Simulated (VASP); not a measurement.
# HfSi20H8 in VASP: further runs

Runs on HfSi20H8. Level: LDA. Tasks: single point.

Everything below comes from runs of VASP 6.6.1. Logs are shortened: lines on timing, memory, paths and dates and some standing lists are left out, and cuts for length are marked.

## 1. The cell of the first run

The cell holds a slab with vacuum, 29 atoms: a = 7.679 Å, b = 7.679 Å, c = 18.256 Å, α = 90.00°, β = 90.00°, γ = 90.00°.

## 2. Single point, LDA

The input, INCAR:

```
SYSTEM = HfSi20H8
PREC = Accurate ; ENCUT = 520
EDIFF = 1E-6 ; ISMEAR = -1
SIGMA = 0.02 ; LREAL = Auto
LASPH = .TRUE. ; NELM = 100
ALGO = Normal ; ISIF = 2
LWAVE = .FALSE. ; LCHARG = .FALSE.
GGA = CA ; NBANDS = 69
```

The input, KPOINTS:

```
Automatic mesh
0
G
  2 2 1
  0 0 0
```

The input, POSCAR:

```
HfSi20H8
1.0
    7.6791800000      0.0000000000      0.0000000000
    0.0000000000      7.6791800000      0.0000000000
    0.0000000000      0.0000000000     18.2555000000
H Si Hf
8 20 1
Direct
    0.4093920184      0.0000000000      0.0547780121
    0.0906079816      0.0000000000      0.0547780121
    0.9093920184      0.0000000000      0.0547780121
    0.5906079816      0.0000000000      0.0547780121
    0.4093920184      0.5000000000      0.0547780121
    0.0906079816      0.5000000000      0.0547780121
    0.9093920184      0.5000000000      0.0547780121
    0.5906079816      0.5000000000      0.0547780121
    0.2500000000      0.0000000000      0.1021883816
    0.7500000000      0.0000000000      0.1021883816
    0.2500000000      0.5000000000      0.1021883816
    0.7500000000      0.5000000000      0.1021883816
    0.2603671225      0.2506655659      0.1712350798
    0.7397744290      0.2501060009      0.1705526554
    0.2562030061      0.7500123711      0.1792035825
    0.7432163330      0.7482740345      0.1792384761
   -0.0008090708      0.2737124276      0.2310216647
    0.5010342250      0.2475326793      0.2481977486
   -0.0003526418      0.7427892041      0.2504691189
    0.4999016822      0.7465222849      0.2603484977
    0.0002179920      0.0362875984      0.3053797486
    0.5025584763      0.0119073912      0.3296545699
    0.0009813548      0.4804749986      0.3235748678
    0.5051113530      0.4799387435      0.3287574156
    0.2332417003      0.0722676119      0.3932824080
    0.7674018580      0.0846259627      0.3952788475
    0.2465592680      0.3975065046      0.3910836186
    0.7600565425      0.4313659792      0.4008356934
    0.9825994442      0.8122868588      0.4030573252
```

Potentials or basis: VASP PAW LDA potentials, release 64 (H, Si, Hf_pv).

Run with:

```bash
cat potpaw_LDA.64/H/POTCAR potpaw_LDA.64/Si/POTCAR potpaw_LDA.64/Hf_pv/POTCAR > POTCAR
mpirun -np 1 vasp_std > vasp.out
```

OUTCAR:

```text
SYSTEM = HfSi20H8
   PREC = Accurate
   ENCUT = 520
   EDIFF = 1E-6
   ISMEAR = -1
   LREAL = Auto
   LASPH = .TRUE.
   NELM = 100
   ISIF = 2
   GGA = CA

 ion  position               nearest neighbor table
   1  0.409  0.000  0.055-   9 1.50
   2  0.091  0.000  0.055-   9 1.50
   3  0.909  0.000  0.055-  10 1.50
   4  0.591  0.000  0.055-  10 1.50
   5  0.409  0.500  0.055-  11 1.50
   6  0.091  0.500  0.055-  11 1.50
   7  0.909  0.500  0.055-  12 1.50
   8  0.591  0.500  0.055-  12 1.50
   9  0.250  0.000  0.102-   1 1.50   2 1.50  13 2.30  15 2.38
  10  0.750  0.000  0.102-   3 1.50   4 1.50  14 2.29  16 2.39
  11  0.250  0.500  0.102-   5 1.50   6 1.50  13 2.29  15 2.38
  12  0.750  0.500  0.102-   7 1.50   8 1.50  14 2.29  16 2.37
  13  0.260  0.251  0.171-  17 2.29  11 2.29   9 2.30  18 2.32
  14  0.740  0.250  0.171-  17 2.28  12 2.29  10 2.29  18 2.32
  15  0.256  0.750  0.179-  19 2.36   9 2.38  11 2.38  20 2.39
  16  0.743  0.748  0.179-  19 2.36  12 2.37  20 2.38  10 2.39
  17  0.999  0.274  0.231-  21 2.27  14 2.28  13 2.29  23 2.32
  18  0.501  0.248  0.248-  24 2.31  14 2.32  13 2.32  22 2.34
  19  1.000  0.743  0.250-  16 2.36  15 2.36  23 2.42  21 2.47  29 2.84
  20  0.500  0.747  0.260-  16 2.38  15 2.39  24 2.40  22 2.40
  21  0.000  0.036  0.305-  17 2.27  25 2.42  26 2.46  19 2.47  29 2.48
  22  0.503  0.012  0.330-  18 2.34  20 2.40  25 2.42  26 2.43
  23  0.001  0.480  0.324-  17 2.32  27 2.34  28 2.36  19 2.42  29 2.94
  24  0.505  0.480  0.329-  18 2.31  27 2.37  28 2.39  20 2.40
  25  0.233  0.072  0.393-  22 2.42  21 2.42  27 2.50  29 2.78
  26  0.767  0.085  0.395-  22 2.43  21 2.46  28 2.67  29 2.67
  27  0.247  0.398  0.391-  23 2.34  24 2.37  25 2.50
  28  0.760  0.431  0.401-  23 2.36  24 2.39  26 2.67  29 3.39
  29  0.983  0.812  0.403-  21 2.48  26 2.67  25 2.78  19 2.84  23 2.94  28 3.39

  LATTYP: Found a simple tetragonal cell.
 ALAT       =     7.6791800000
 C/A-ratio  =     2.3772720525

  Lattice vectors:

 A1 = (   7.6791800000,   0.0000000000,   0.0000000000)
 A2 = (   0.0000000000,   7.6791800000,   0.0000000000)
 A3 = (   0.0000000000,   0.0000000000,  18.2555000000)

Analysis of symmetry for initial positions (statically):
=====================================================================
 Subroutine PRICEL returns:
 Original cell was already a primitive cell.

 Routine SETGRP: Setting up the symmetry group for a
 simple tetragonal supercell.

 Subroutine GETGRP returns: Found  1 space group operations
 (whereof  1 operations were pure point group operations)
 out of a pool of 16 trial point group operations.
[... 153 lines left out ...]
   NFREE  =      0    steps in history (QN), initial steepest desc. (CG)
   ISIF   =      2    stress and relaxation
   ISYM   =      2    0-nonsym 1-usesym 2-fastsym
   POTIM  = 0.5000    time-step for ionic-motion
   TEBEG  =    0.0;   TEEND  =   0.0 temperature during run
   PSTRESS=    0.0 pullay stress
   NELECT =      98.0000    total number of electrons
   NUPDOWN=      -1.0000    fix difference up-down
   EMIN   =  10.00;   EMAX   =-10.00  energy-range for DOS
   EFERMI =   0.00;   METHOD = LEGACY
   ISMEAR =    -1;   SIGMA  =   0.02  broadening in eV -4-tet -1-fermi 0-gaus
   EFERMI_NEDOS =   21; number of points for ismear=-14 and -15
   IALGO  =     38    algorithm
   IMIX   =      4    mixing-type and parameters
     AMIX     =   0.40;   BMIX     =  1.00
     AMIX_MAG =   1.60;   BMIX_MAG =  1.00
  volume/ion in A,a.u.               =      37.12       250.51
  Fermi-wavevector in a.u.,A,eV,Ry     =   0.736448  1.391686  7.379207  0.542356
  Thomas-Fermi vector in A             =   1.829890
   LORBIT       =      0    0 simple, 1 ext, 2 COOP (PROOUT), +10 PAW based schemes
   GGA     = CA    functional components
   LHFCALC =     F    Hartree Fock is set to
   AEXX    =    0.0000 exact exchange contribution
   IVDW    =     0    specifies the selected vdW correction
   LEPSILON=     F    determine dielectric tensor
   LRPA    =     F    only Hartree local field effects (RPA)
 non-spin polarized calculation
  energy-cutoff  :      520.00
  volume of cell :     1076.52
 maximum number of plane-waves:     29043
 NGX is ok and might be reduce to    60
   NGX = 29   NGY = 29   NGZ = 67

 number of electron      98.0000003 magnetization

 Free energy of the ion-electron system (eV)
  ---------------------------------------------------
  ext. energy  EPLUGINS =         0.00000000
  ---------------------------------------------------
  free energy    TOTEN  =      -148.11775633 eV

  energy without entropy =     -148.10952764  energy(sigma->0) =     -148.11364198

 E-fermi :  -0.3661     XC(G=0):  -4.9194

 val. band max:       -0.4081890290   @ k =   0.5000   0.5000   0.0000
 cond. band min:      -0.3277246073   @ k =   0.0000   0.0000   0.0000
 fundamental gap:      0.0804644217
 Fermi energy:        -0.3661459489

 k-point     1 :       0.0000    0.0000    0.0000
  band No.  band energies     occupation
      1     -32.2250      2.00000
      2     -32.0437      2.00000
      3     -32.0116      2.00000
      4     -12.1819      2.00000
      5     -10.9521      2.00000
      6     -10.3948      2.00000
[... 245 lines left out ...]
     60       2.3668      0.00000
     61       2.4978      0.00000
 [bands above 61 left out]

------------------------ aborting loop because EDIFF is reached ----------------------------------------

  FORCE on cell =-STRESS in cart. coord.  units (eV):
  Direction    XX          YY          ZZ          XY          YZ          ZX
  --------------------------------------------------------------------------------------
  -------------------------------------------------------------------------------------
  Total        6.3597835    -19.4483856      0.1992037     -1.3217180     -0.2162219     -0.0621516
  in kB        9.4651932    -28.9448105      0.2964726     -1.9670979     -0.3218006     -0.0924995
  external PRESSURE =      -6.3943816 kB  Pullay stress =       0.0000000 kB

 VOLUME and BASIS-vectors are now :
 -----------------------------------------------------------------------------
  energy-cutoff  :      520.00
  volume of cell :     1076.52
      direct lattice vectors                 reciprocal lattice vectors
     7.679180000  0.000000000  0.000000000     0.130222237  0.000000000  0.000000000
     0.000000000  7.679180000  0.000000000     0.000000000  0.130222237  0.000000000
     0.000000000  0.000000000 18.255500000     0.000000000  0.000000000  0.054778012

 POSITION                                       TOTAL-FORCE (eV/Angst)
 -----------------------------------------------------------------------------------
      3.14379      0.00000      1.00000        -0.446332     -0.119751     -0.056481
      0.69580      0.00000      1.00000         0.466817     -0.089572      0.003032
      6.98338      0.00000      1.00000        -0.472179     -0.118267     -0.008760
      4.53539      0.00000      1.00000         0.447970     -0.139863     -0.058313
      3.14379      3.83959      1.00000        -0.440350      0.177509     -0.097932
      0.69580      3.83959      1.00000         0.457057      0.066011      0.030245
[... 21 lines left out ...]
      5.83661      3.31254      7.31746        -0.001640      0.043867      0.033307
      7.54556      6.23770      7.35801        -0.046420     -0.048540      0.024199
 -----------------------------------------------------------------------------------
    total drift:                                0.003073     -0.004596      0.016957

  FREE ENERGIE OF THE ION-ELECTRON SYSTEM (eV)
  ---------------------------------------------------
  free  energy   TOTEN  =      -148.1177563265 eV

  energy  without entropy=     -148.1095276360  energy(sigma->0) =     -148.11364198
```

stdout:

```text
POSCAR found type information on POSCAR H SiHf
 POSCAR found :  3 types and      29 ions
 scaLAPACK will be used
 LDA part: xc-table for (Slater(with rela. corr.)+CA(PZ))
 , standard interpolation
 POSCAR, INCAR and KPOINTS ok, starting setup
 FFT: planning ... GRIDC
 FFT: planning ... GRID_SOFT
 FFT: planning ... GRID
 WAVECAR not read
 entering main loop
```

Wall time 10 min (1 thread of AMD EPYC 9R14 (Zen 4), shared host); peak memory 0.73 GiB.

Results:

- Free energy: -148.1178 eV
- Largest force: 0.493 eV/Å
- Band gap on the k mesh: 0.08 eV (least direct gap 0.22 eV)

Forces on the atoms (eV/Å):
```
H   -0.446 -0.120 -0.056
H    0.467 -0.090  0.003
H   -0.472 -0.118 -0.009
H    0.448 -0.140 -0.058
H   -0.440  0.178 -0.098
H    0.457  0.066  0.030
H   -0.459  0.078  0.025
H    0.448  0.170 -0.114
Si   0.099 -0.265  0.150
Si  -0.068 -0.369  0.124
Si   0.342  0.331  0.038
Si  -0.367  0.299 -0.046
Si   0.000  0.007  0.001
Si  -0.002 -0.003 -0.006
Si   0.000 -0.005  0.000
Si  -0.001 -0.006  0.000
Si  -0.012  0.003  0.003
Si   0.000 -0.005 -0.007
Si  -0.003  0.039 -0.003
Si  -0.003  0.004  0.006
Si   0.022  0.000 -0.011
Si   0.006  0.003  0.008
Si   0.013  0.012 -0.013
Si   0.015 -0.005 -0.006
Si  -0.009 -0.024 -0.011
Si   0.006 -0.004  0.005
Si   0.009 -0.031 -0.012
Si  -0.002  0.044  0.033
Hf  -0.046 -0.049  0.024
```

Caveat: spin-orbit coupling is left out, which moves the levels of the heavy elements.

## 3. Single point, LDA

The input, INCAR:

```
SYSTEM = HfSi20H8
PREC = Accurate ; ENCUT = 520
EDIFF = 1E-7 ; ISMEAR = -1
SIGMA = 0.02 ; LREAL = Auto
LASPH = .TRUE. ; NELM = 100
ALGO = Normal ; ISIF = 2
LWAVE = .FALSE. ; LCHARG = .TRUE.
GGA = CA ; LELF = .TRUE.
LVHAR = .TRUE. ; NBANDS = 69
```

KPOINTS is that of step 2.

The input, POSCAR:

```
HfSi20H8
1.0
    7.6791800000      0.0000000000      0.0000000000
    0.0000000000      7.6791800000      0.0000000000
    0.0000000000      0.0000000000     18.2555000000
H Si Hf
8 20 1
Direct
    0.4093920184      0.0000000000      0.0547780121
    0.0906079816      0.0000000000      0.0547780121
    0.9093920184      0.0000000000      0.0547780121
    0.5906079816      0.0000000000      0.0547780121
    0.4093920184      0.5000000000      0.0547780121
    0.0906079816      0.5000000000      0.0547780121
    0.9093920184      0.5000000000      0.0547780121
    0.5906079816      0.5000000000      0.0547780121
    0.2500000000      0.0000000000      0.1021883816
    0.7500000000      0.0000000000      0.1021883816
    0.2500000000      0.5000000000      0.1021883816
    0.7500000000      0.5000000000      0.1021883816
    0.2599785394      0.2500007813      0.1705258689
    0.7396550152      0.2508592063      0.1713169182
    0.2568278123      0.7482698674      0.1792446112
    0.7437279762      0.7503048503      0.1791187313
    0.0008395428      0.2738244188      0.2312785736
    0.4987565079      0.2472408512      0.2481011202
    0.0002367440      0.7452806159      0.2502251924
    0.5002513289      0.7473438570      0.2603894717
   -0.0001019640      0.0366158887      0.3055196516
    0.4971534721      0.0122974068      0.3299617102
   -0.0005116432      0.4825223526      0.3230823587
    0.4927950641      0.4804778635      0.3285578593
    0.2324617993      0.0850267867      0.3956252088
    0.7672752820      0.0687056431      0.3935212402
    0.2387695040      0.4342005266      0.4015566268
    0.7526579661      0.3903308687      0.3872387500
    1.0220250079      0.8107562266      0.4027849689
```

Potentials or basis: VASP PAW LDA potentials, release 64 (H, Si, Hf_pv).

Run with:

```bash
cat potpaw_LDA.64/H/POTCAR potpaw_LDA.64/Si/POTCAR potpaw_LDA.64/Hf_pv/POTCAR > POTCAR
mpirun -np 1 vasp_std > vasp.out
```

Wall time 11 min (1 thread of AMD EPYC 9R14 (Zen 4), shared host); peak memory 0.73 GiB.

The run converged. Its results:

```yaml
Free_energy: -148.1275 eV
Largest_force: 0.493 eV/Å
Band_gap_on_the_k_mesh: 0.04 eV (least direct gap 0.18 eV)
```

Forces in eV/Å, atoms in the order of the input:
```
H   -0.444 -0.137 -0.061
H    0.469 -0.122 -0.012
H   -0.462 -0.086  0.005
H    0.442 -0.112 -0.057
H   -0.449  0.168 -0.113
H    0.458  0.079  0.026
H   -0.456  0.066  0.032
H    0.442  0.178 -0.095
Si   0.068 -0.377  0.119
Si  -0.105 -0.245  0.154
Si   0.370  0.290 -0.042
Si  -0.339  0.336  0.047
Si   0.001  0.001 -0.006
Si   0.002  0.001  0.007
Si   0.003 -0.006  0.000
Si  -0.002 -0.001  0.003
Si   0.011  0.005  0.004
Si  -0.001 -0.004  0.003
Si   0.004  0.037  0.002
Si  -0.002  0.004  0.008
Si  -0.004  0.002 -0.002
Si  -0.008  0.003  0.003
Si  -0.006  0.008 -0.012
Si  -0.028 -0.002 -0.004
Si  -0.005 -0.001  0.003
Si   0.001 -0.040 -0.010
Si   0.004  0.049  0.033
Si  -0.009 -0.042 -0.044
Hf   0.045 -0.048  0.007
```

Levels at points of the mesh, in eV from the valence-band top:
| k point | band 46 | band 47 | band 48 | band 49 | band 50 | band 51 | band 52 | band 53 |
| --- | --- | --- | --- | --- | --- | --- | --- | --- |
| (0.00, 0.00, 0.00) | -1.00 | -0.84 | -0.73 | -0.33 | 0.04 | 0.21 | 0.74 | 0.83 |
| (0.50, 0.00, 0.00) | -1.09 | -0.84 | -0.67 | -0.05 | 0.23 | 0.69 | 0.87 | 1.08 |
| (0.00, 0.50, 0.00) | -0.97 | -0.74 | -0.59 | -0.17 | 0.27 | 0.35 | 0.63 | 0.79 |
| (0.50, 0.50, 0.00) | -1.21 | -0.99 | -0.50 | 0.00 | 0.18 | 0.48 | 0.88 | 1.26 |

Caveat: spin-orbit coupling is left out, which moves the levels of the heavy elements.

## 4. Single point, LDA

The input, INCAR:

```
SYSTEM = HfSi20H8
  PREC = Accurate
  ENCUT = 520
  EDIFF = 1E-6
  ISMEAR = -1
  SIGMA = 0.02
  LREAL = Auto
  LASPH = .TRUE.
  NELM = 60
  ALGO = Normal
  ISIF = 2
  LWAVE = .FALSE.
  LCHARG = .TRUE.
  GGA = CA
  LELF = .TRUE.
  LVHAR = .TRUE.
  NBANDS = 69
```

KPOINTS is that of step 3.

The input, POSCAR:

```
HfSi20H8
1.0
    7.6791800000      0.0000000000      0.0000000000
    0.0000000000      7.6791800000      0.0000000000
    0.0000000000      0.0000000000     18.2555000000
H Si Hf
8 20 1
Direct
    0.4093920184      0.0000000000      0.0547780121
    0.0906079816      0.0000000000      0.0547780121
    0.9093920184      0.0000000000      0.0547780121
    0.5906079816      0.0000000000      0.0547780121
    0.4093920184      0.5000000000      0.0547780121
    0.0906079816      0.5000000000      0.0547780121
    0.9093920184      0.5000000000      0.0547780121
    0.5906079816      0.5000000000      0.0547780121
    0.2500000000      0.0000000000      0.1021883816
    0.7500000000      0.0000000000      0.1021883816
    0.2500000000      0.5000000000      0.1021883816
    0.7500000000      0.5000000000      0.1021883816
    0.2605580283      0.2510132592      0.1714792802
    0.7406514758      0.2500631578      0.1706461614
    0.2565730976      0.7504426254      0.1791036674
    0.7437330548      0.7482279358      0.1791949823
   -0.0002303631      0.2757592608      0.2317288488
    0.5014909144      0.2466487307      0.2482073348
    0.0001708516      0.7503570694      0.2499521788
    0.5002575796      0.7481362593      0.2604128619
   -0.0027380528      0.0383332595      0.3051513243
    0.5035072755      0.0119882592      0.3302137438
   -0.0017971971      0.4860435619      0.3230196379
    0.5113996547      0.4813204014      0.3286153762
    0.2319702104      0.0619973747      0.3934122319
    0.7676656883      0.0847431627      0.3960065186
    0.2485392972      0.3784133202      0.3790294980
    0.7622156272      0.4329092429      0.4030575991
    0.9754876172      0.8103879581      0.4017470351
```

Run with:

```bash
cat potpaw_LDA.64/H/POTCAR potpaw_LDA.64/Si/POTCAR potpaw_LDA.64/Hf_pv/POTCAR > POTCAR
mpirun -np 1 vasp_std > vasp.out
```

Wall time 35 min (1 thread of AMD EPYC 7R13, shared host); peak memory 0.73 GiB.

It converged, with:

```yaml
Free_energy: -148.1519 eV
Largest_force: 0.494 eV/Å
```

Forces on the atoms (eV/Å):
```
H   -0.435 -0.099 -0.056
H    0.453 -0.085  0.009
H   -0.462 -0.118 -0.017
H    0.437 -0.128 -0.066
H   -0.446  0.180 -0.093
H    0.454  0.063  0.035
H   -0.457  0.075  0.026
H    0.452  0.168 -0.110
Si   0.110 -0.239  0.180
Si  -0.069 -0.372  0.130
Si   0.345  0.327  0.066
Si  -0.371  0.262 -0.041
Si   0.001  0.010  0.002
Si   0.006  0.003 -0.008
Si   0.005  0.005  0.000
Si  -0.008  0.006 -0.004
Si  -0.020  0.005  0.002
Si   0.006 -0.012 -0.001
Si  -0.001  0.024  0.000
Si   0.000  0.002  0.000
Si   0.015  0.026 -0.005
Si   0.013  0.000  0.002
Si  -0.012  0.024 -0.019
Si   0.022  0.021 -0.009
Si   0.002 -0.032  0.005
Si  -0.009 -0.005  0.010
Si   0.019 -0.110 -0.100
Si   0.025  0.053  0.059
Hf  -0.076 -0.054  0.001
```

Levels at points of the mesh, in eV from the Fermi level:
```
           k point  band 47  band 48  band 49  band 50  band 51  band 52
(0.00, 0.00, 0.00)    -0.94    -0.85    -0.39    -0.01     0.15     0.67
(0.50, 0.00, 0.00)    -0.94    -0.77    -0.03     0.13     0.65     0.84
(0.00, 0.50, 0.00)    -0.85    -0.72    -0.23     0.24     0.28     0.54
(0.50, 0.50, 0.00)    -1.08    -0.61    -0.01     0.16     0.41     0.81
```

Caveat: the k points lie up to 0.41 Å⁻¹ apart; spin-orbit coupling is left out, which moves the levels of the heavy elements.

## 5. Overview

```csv
cell,gap on the mesh (eV),largest force (eV/Å)
"as given, atomic positions A",0.08,0.49
"as given, atomic positions B",0.04,0.49
"as given, atomic positions C",-,0.49
```

Alike in all rows: task single point; level LDA; potentials or basis VASP PAW LDA potentials, release 64 (H, Si, Hf_pv); no spin polarisation; k mesh 2 × 2 × 1; cutoff (eV) 520; smearing fermi-dirac 0.02 eV.

Caveats: some runs use coarse meshes; spin-orbit coupling is left out, which moves the levels of the heavy elements.

Absolute energies hang on the potentials; compare differences alone.
